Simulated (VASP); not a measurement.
# KPd (CsCl type) (Pm-3m) in VASP: notebook

KPd (CsCl type) is run at these levels: PBEsol; tasks: single point.

All numbers are computed with VASP 6.6.1; they aren't measurements. Logs are shortened: lines on timing, memory, paths and dates and some standing lists are left out, and cuts for length are marked.

## 1. The cell of the first run

The structure is cubic, space group Pm-3m (No. 221). Conventional cell: a = 3.086 Å, b = 3.086 Å, c = 3.086 Å, α = 90.00°, β = 90.00°, γ = 90.00°. Within 3.5 Å of K (site symmetry m-3m) lie 8 Pd at 2.67 Å and 6 K at 3.09 Å. Within 3.5 Å of Pd (site symmetry m-3m) lie 8 K at 2.67 Å and 6 Pd at 3.09 Å.

## 2. Single point, PBEsol (volume scaled by 0.6)

File INCAR:

```
  ALGO = Normal
  EDIFF = 1E-7
  ENCUT = 520
  GGA = PS
  ISIF = 2
  ISMEAR = -1
  LASPH = T
  LCHARG = F
  LREAL = F
  LWAVE = F
  NBANDS = 16
  NELM = 100
  PREC = Accurate
  SIGMA = 0.05
```

File KPOINTS:

```
k-points
0
Gamma
  10 10 10
```

File POSCAR:

```
KPd
1.0
    3.0863755921      0.0000000000      0.0000000000
    0.0000000000      3.0863755921      0.0000000000
    0.0000000000      0.0000000000      3.0863755921
K Pd
1 1
Direct
    0.0000000000      0.0000000000      0.0000000000
    0.5000000000      0.5000000000      0.5000000000
```

Potentials or basis: VASP PAW PBE potentials, release 64 (K_sv, Pd).

Run with:

```console
> cat potpaw_PBE.64/K_sv/POTCAR potpaw_PBE.64/Pd/POTCAR > POTCAR
> mpirun -np 1 vasp_std > vasp.out
```

OUTCAR:

```text
EDIFF = 1E-7
   ENCUT = 520
   GGA = PS
   ISIF = 2
   ISMEAR = -1
   LASPH = T
   LREAL = F
   NELM = 100
   PREC = Accurate

 ion  position               nearest neighbor table
   1  0.000  0.000  0.000-   2 2.67   2 2.67   2 2.67   2 2.67   2 2.67   2 2.67   2 2.67   2 2.67

   2  0.500  0.500  0.500-   1 2.67   1 2.67   1 2.67   1 2.67   1 2.67   1 2.67   1 2.67   1 2.67

  LATTYP: Found a simple cubic cell.
 ALAT       =     3.0863755921

  Lattice vectors:

 A1 = (   3.0863755921,   0.0000000000,   0.0000000000)
 A2 = (   0.0000000000,   3.0863755921,   0.0000000000)
 A3 = (   0.0000000000,   0.0000000000,   3.0863755921)

Analysis of symmetry for initial positions (statically):
=====================================================================
 Subroutine PRICEL returns:
 Original cell was already a primitive cell.

 Routine SETGRP: Setting up the symmetry group for a
 simple cubic supercell.

 Subroutine GETGRP returns: Found 48 space group operations
 (whereof 48 operations were pure point group operations)
 out of a pool of 48 trial point group operations.

The static configuration has the point symmetry O_h .

Analysis of symmetry for dynamics (positions and initial velocities):
=====================================================================
 Subroutine PRICEL returns:
 Original cell was already a primitive cell.

 Routine SETGRP: Setting up the symmetry group for a
 simple cubic supercell.

 Subroutine GETGRP returns: Found 48 space group operations
 (whereof 48 operations were pure point group operations)
 out of a pool of 48 trial point group operations.

The dynamic configuration has the point symmetry O_h .

 Subroutine INISYM returns: Found 48 space group operations
 (whereof 48 operations are pure point group operations),
 and found     1 'primitive' translations

----------------------------------------------------------------------------------------

                                     Primitive cell

  volume of cell :      29.3999

  direct lattice vectors                    reciprocal lattice vectors
     3.086375592  0.000000000  0.000000000     0.324004636  0.000000000  0.000000000
     0.000000000  3.086375592  0.000000000     0.000000000  0.324004636  0.000000000
[... 81 lines left out ...]
   LSORBIT =      F    spin-orbit coupling
   LASPH  =      T    aspherical Exc in radial PAW
   ENCUT  =  520.0 eV  38.22 Ry    6.18 a.u.   5.74  5.74  5.74*2*pi/ulx,y,z
   NELM   =    100;   NELMIN=  2; NELMDL= -5     # of ELM steps
   EDIFF  = 0.1E-06   stopping-criterion for ELM
   LREAL  =      F    real-space projection
   EDIFFG = 0.1E-05   stopping-criterion for IOM
   NSW    =      0    number of steps for IOM
   IBRION =     -1    ionic relax: 0-MD 1-quasi-New 2-CG
   NFREE  =      0    steps in history (QN), initial steepest desc. (CG)
   ISIF   =      2    stress and relaxation
   ISYM   =      2    0-nonsym 1-usesym 2-fastsym
   POTIM  = 0.5000    time-step for ionic-motion
   TEBEG  =    0.0;   TEEND  =   0.0 temperature during run
   PSTRESS=    0.0 pullay stress
   NELECT =      19.0000    total number of electrons
   NUPDOWN=      -1.0000    fix difference up-down
   EMIN   =  10.00;   EMAX   =-10.00  energy-range for DOS
   EFERMI =   0.00;   METHOD = LEGACY
   ISMEAR =    -1;   SIGMA  =   0.05  broadening in eV -4-tet -1-fermi 0-gaus
   EFERMI_NEDOS =   21; number of points for ismear=-14 and -15
   IALGO  =     38    algorithm
   IMIX   =      4    mixing-type and parameters
     AMIX     =   0.40;   BMIX     =  1.00
     AMIX_MAG =   1.60;   BMIX_MAG =  1.00
  volume/ion in A,a.u.               =      14.70        99.20
  Fermi-wavevector in a.u.,A,eV,Ry     =   1.415394  2.674706 27.257086  2.003339
  Thomas-Fermi vector in A             =   2.536837
   LORBIT       =      0    0 simple, 1 ext, 2 COOP (PROOUT), +10 PAW based schemes
   GGA     = PS    functional components
   LHFCALC =     F    Hartree Fock is set to
   AEXX    =    0.0000 exact exchange contribution
   IVDW    =     0    specifies the selected vdW correction
   LEPSILON=     F    determine dielectric tensor
   LRPA    =     F    only Hartree local field effects (RPA)
 non-spin polarized calculation
  energy-cutoff  :      520.00
  volume of cell :       29.40
 maximum number of plane-waves:       840
 NGX is ok and might be reduce to    24
   NGX = 11   NGY = 11   NGZ = 11

 number of electron      19.0000004 magnetization

 Free energy of the ion-electron system (eV)
  ---------------------------------------------------
  ext. energy  EPLUGINS =         0.00000000
  ---------------------------------------------------
  free energy    TOTEN  =        -4.27959248 eV

  energy without entropy =       -4.27418217  energy(sigma->0) =       -4.27688733

 E-fermi :   8.1636     XC(G=0): -12.5174

 val. band max:        8.0658969088   @ k =   0.4000   0.2000   0.2000
 cond. band min:       8.2261358264   @ k =   0.4000   0.3000   0.3000
 fundamental gap:      0.1602389176
 Fermi energy:         8.1636485195

 k-point     1 :       0.0000    0.0000    0.0000
  band No.  band energies     occupation
      1     -22.6953      2.00000
      2      -5.6351      2.00000
      3      -5.6351      2.00000
      4      -5.6351      2.00000
      5       2.9239      2.00000
      6       2.9239      2.00000
[... 433 lines left out ...]
      3      -5.7797      2.00000
      4      -5.7728      2.00000
      5       3.5512      2.00000
      6       4.3855      2.00000
[... 8 lines left out ...]
     15      17.7205      0.00000
     16      19.8260      0.00000

 [... further k-points ...]

------------------------ aborting loop because EDIFF is reached ----------------------------------------

  FORCE on cell =-STRESS in cart. coord.  units (eV):
  Direction    XX          YY          ZZ          XY          YZ          ZX
  --------------------------------------------------------------------------------------
  -------------------------------------------------------------------------------------
  Total        9.0464214      9.0464214      9.0464214      0.0000000      0.0000000      0.0000000
  in kB      492.9933573    492.9933573    492.9933573      0.0000000      0.0000000      0.0000000
  external PRESSURE =     492.9933573 kB  Pullay stress =       0.0000000 kB

 VOLUME and BASIS-vectors are now :
 -----------------------------------------------------------------------------
  energy-cutoff  :      520.00
  volume of cell :       29.40
      direct lattice vectors                 reciprocal lattice vectors
     3.086375592  0.000000000  0.000000000     0.324004636  0.000000000  0.000000000
     0.000000000  3.086375592  0.000000000     0.000000000  0.324004636  0.000000000
     0.000000000  0.000000000  3.086375592     0.000000000  0.000000000  0.324004636

 POSITION                                       TOTAL-FORCE (eV/Angst)
 -----------------------------------------------------------------------------------
      0.00000      0.00000      0.00000         0.000000      0.000000      0.000000
      1.54319      1.54319      1.54319         0.000000      0.000000      0.000000
 -----------------------------------------------------------------------------------
    total drift:                                0.000000      0.000000     -0.000000

  FREE ENERGIE OF THE ION-ELECTRON SYSTEM (eV)
  ---------------------------------------------------
  free  energy   TOTEN  =        -4.2795924798 eV

  energy  without entropy=       -4.2741821715  energy(sigma->0) =       -4.27688733
```

It took 16 s on 1 thread of Intel Xeon Platinum 8259CL at 2.50GHz (Skylake/Cascade Lake), shared host; peak memory 0.15 GiB.

What came out:

```yaml
Free_energy: -4.2796 eV
Pressure: 49.3 GPa
```

Caveat: the PAW data sets were made with another functional, which shifts forces and pressure a little.

## 3. Single point, PBEsol (volume scaled by 0.6)

File INCAR:

```
SYSTEM = KPd
PREC = Accurate
ENCUT = 520
EDIFF = 1E-6
ISMEAR = -1
SIGMA = 0.05
LREAL = .FALSE.
LASPH = .TRUE.
NELM = 60
ALGO = Normal
ISIF = 2
LWAVE = .FALSE.
LCHARG = .TRUE.
GGA = PS
LELF = .TRUE.
LVHAR = .TRUE.
NBANDS = 16
```

File KPOINTS:

```
Automatic mesh
0
G
  10 10 10
  0 0 0
```

POSCAR is that of step 2.

Potentials or basis: VASP PAW PBE potentials, release 64 (K_sv, Pd).

Run with:

```console
> cat potpaw_PBE.64/K_sv/POTCAR potpaw_PBE.64/Pd/POTCAR > POTCAR
> mpirun -np 1 vasp_std > vasp.out
```

OUTCAR:

```text
SYSTEM = KPd
   PREC = Accurate
   ENCUT = 520
   EDIFF = 1E-6
   ISMEAR = -1
   LREAL = .FALSE.
   LASPH = .TRUE.
   NELM = 60
   ISIF = 2
   GGA = PS

 ion  position               nearest neighbor table
   1  0.000  0.000  0.000-   2 2.67   2 2.67   2 2.67   2 2.67   2 2.67   2 2.67   2 2.67   2 2.67

   2  0.500  0.500  0.500-   1 2.67   1 2.67   1 2.67   1 2.67   1 2.67   1 2.67   1 2.67   1 2.67

  LATTYP: Found a simple cubic cell.
 ALAT       =     3.0863755921

  Lattice vectors:

 A1 = (   3.0863755921,   0.0000000000,   0.0000000000)
 A2 = (   0.0000000000,   3.0863755921,   0.0000000000)
 A3 = (   0.0000000000,   0.0000000000,   3.0863755921)

Analysis of symmetry for initial positions (statically):
=====================================================================
 Subroutine PRICEL returns:
 Original cell was already a primitive cell.

 Routine SETGRP: Setting up the symmetry group for a
 simple cubic supercell.

 Subroutine GETGRP returns: Found 48 space group operations
 (whereof 48 operations were pure point group operations)
 out of a pool of 48 trial point group operations.

The static configuration has the point symmetry O_h .

Analysis of symmetry for dynamics (positions and initial velocities):
=====================================================================
 Subroutine PRICEL returns:
 Original cell was already a primitive cell.

 Routine SETGRP: Setting up the symmetry group for a
 simple cubic supercell.

 Subroutine GETGRP returns: Found 48 space group operations
 (whereof 48 operations were pure point group operations)
 out of a pool of 48 trial point group operations.

The dynamic configuration has the point symmetry O_h .

 Subroutine INISYM returns: Found 48 space group operations
 (whereof 48 operations are pure point group operations),
 and found     1 'primitive' translations

----------------------------------------------------------------------------------------

                                     Primitive cell

[... 110 lines left out ...]
     AMIX_MAG =   1.60;   BMIX_MAG =  1.00
  volume/ion in A,a.u.               =      14.70        99.20
  Fermi-wavevector in a.u.,A,eV,Ry     =   1.415394  2.674706 27.257086  2.003339
  Thomas-Fermi vector in A             =   2.536837
   LORBIT       =      0    0 simple, 1 ext, 2 COOP (PROOUT), +10 PAW based schemes
   GGA     = PS    functional components
   LHFCALC =     F    Hartree Fock is set to
   AEXX    =    0.0000 exact exchange contribution
   IVDW    =     0    specifies the selected vdW correction
   LEPSILON=     F    determine dielectric tensor
   LRPA    =     F    only Hartree local field effects (RPA)
 non-spin polarized calculation
  energy-cutoff  :      520.00
  volume of cell :       29.40
 maximum number of plane-waves:       840
 NGX is ok and might be reduce to    24
   NGX = 11   NGY = 11   NGZ = 11

 number of electron      19.0000004 magnetization

 Free energy of the ion-electron system (eV)
  ---------------------------------------------------
  ext. energy  EPLUGINS =         0.00000000
  ---------------------------------------------------
  free energy    TOTEN  =        -4.27959273 eV

  energy without entropy =       -4.27418319  energy(sigma->0) =       -4.27688796

 E-fermi :   8.1635     XC(G=0): -12.5173

 val. band max:        8.0657863494   @ k =   0.4000   0.2000   0.2000
 cond. band min:       8.2260543858   @ k =   0.4000   0.3000   0.3000
 fundamental gap:      0.1602680365
 Fermi energy:         8.1635439927

 k-point     1 :       0.0000    0.0000    0.0000
  band No.  band energies     occupation
      1     -22.6953      2.00000
      2      -5.6350      2.00000
      3      -5.6350      2.00000
      4      -5.6350      2.00000
      5       2.9237      2.00000
      6       2.9237      2.00000
[... 433 lines left out ...]
      3      -5.7796      2.00000
      4      -5.7727      2.00000
      5       3.5510      2.00000
      6       4.3852      2.00000
[... 8 lines left out ...]
     15      17.7205      0.00000
     16      19.8260      0.00000

 [... further k-points ...]

------------------------ aborting loop because EDIFF is reached ----------------------------------------

  FORCE on cell =-STRESS in cart. coord.  units (eV):
  Direction    XX          YY          ZZ          XY          YZ          ZX
  --------------------------------------------------------------------------------------
  -------------------------------------------------------------------------------------
  Total        9.0511562      9.0511562      9.0511562      0.0000000      0.0000000     -0.0000000
  in kB      493.2513855    493.2513855    493.2513855      0.0000000      0.0000000     -0.0000000
  external PRESSURE =     493.2513855 kB  Pullay stress =       0.0000000 kB

 VOLUME and BASIS-vectors are now :
 -----------------------------------------------------------------------------
  energy-cutoff  :      520.00
  volume of cell :       29.40
      direct lattice vectors                 reciprocal lattice vectors
     3.086375592  0.000000000  0.000000000     0.324004636  0.000000000  0.000000000
     0.000000000  3.086375592  0.000000000     0.000000000  0.324004636  0.000000000
     0.000000000  0.000000000  3.086375592     0.000000000  0.000000000  0.324004636

 POSITION                                       TOTAL-FORCE (eV/Angst)
 -----------------------------------------------------------------------------------
      0.00000      0.00000      0.00000         0.000000      0.000000      0.000000
      1.54319      1.54319      1.54319         0.000000      0.000000      0.000000
 -----------------------------------------------------------------------------------
    total drift:                                0.000000      0.000000     -0.000000

  FREE ENERGIE OF THE ION-ELECTRON SYSTEM (eV)
  ---------------------------------------------------
  free  energy   TOTEN  =        -4.2795927256 eV

  energy  without entropy=       -4.2741831940  energy(sigma->0) =       -4.27688796
```

OSZICAR:

```text
N       E                     dE             d eps       ncg     rms          rms(c)
DAV:   1     0.132272408861E+03    0.13227E+03   -0.97605E+03  1792   0.118E+03
DAV:   2    -0.103679540778E+01   -0.13331E+03   -0.12327E+03  2152   0.308E+02
DAV:   3    -0.428893461565E+01   -0.32521E+01   -0.32368E+01  2328   0.437E+01
DAV:   4    -0.437900097479E+01   -0.90066E-01   -0.90042E-01  2456   0.666E+00
DAV:   5    -0.438147622372E+01   -0.24752E-02   -0.24752E-02  2464   0.831E-01    0.186E+01
DAV:   6    -0.429197955951E+01    0.89497E-01   -0.10307E-01  2400   0.331E+00    0.123E+01
DAV:   7    -0.428675887210E+01    0.52207E-02   -0.15775E-01  2840   0.349E+00    0.845E-01
DAV:   8    -0.428017209568E+01    0.65868E-02   -0.20026E-02  2024   0.141E+00    0.370E-01
DAV:   9    -0.427960465187E+01    0.56744E-03   -0.33233E-03  2624   0.521E-01    0.804E-02
DAV:  10    -0.427959202666E+01    0.12625E-04   -0.16185E-04  2152   0.125E-01    0.457E-02
DAV:  11    -0.427959272555E+01   -0.69889E-06   -0.48020E-06  2200   0.234E-02
   1 F= -.42795927E+01 E0= -.42768880E+01  d E =-.540953E-02
```

stdout:

```text
POSCAR found type information on POSCAR K Pd
 POSCAR found :  2 types and       2 ions
 scaLAPACK will be used
 -----------------------------------------------------------------------------
|                                                                             |
|                                                                             |
|     You enforced a specific xc type in the INCAR file but a different       |
|     I HOPE YOU KNOW WHAT YOU ARE DOING!                                     |
|                                                                             |
 -----------------------------------------------------------------------------

 LDA part: xc-table for (Slater+PW92), standard interpolation
 POSCAR, INCAR and KPOINTS ok, starting setup
 FFT: planning ... GRIDC
 FFT: planning ... GRID_SOFT
 FFT: planning ... GRID
 WAVECAR not read
 entering main loop
```

Wall time 14 s (1 thread of Intel Xeon Platinum 8259CL at 2.50GHz (Skylake/Cascade Lake), shared host); peak memory 0.15 GiB.

Results:

| Item | Value |
| --- | --- |
| Free energy | -4.2796 eV |
| Pressure | 49.3 GPa |

Levels at points of the mesh, in eV from the Fermi level:
```tsv
k point	band 7	band 8	band 9	band 10	band 11	band 12
(0.00, 0.00, 0.00)	-4.74	-2.68	-2.68	-2.68	5.24	5.24
(0.50, 0.00, 0.00)	-2.69	-2.69	-2.44	-0.23	1.72	3.44
(0.50, 0.50, 0.00)	-3.62	-3.62	-1.74	1.05	4.55	4.55
(0.50, 0.50, 0.50)	-2.84	-1.68	-1.68	0.64	0.64	0.64
```

Caveat: the PAW data sets were made with another functional, which shifts forces and pressure a little.

[end of part 1 of 2]
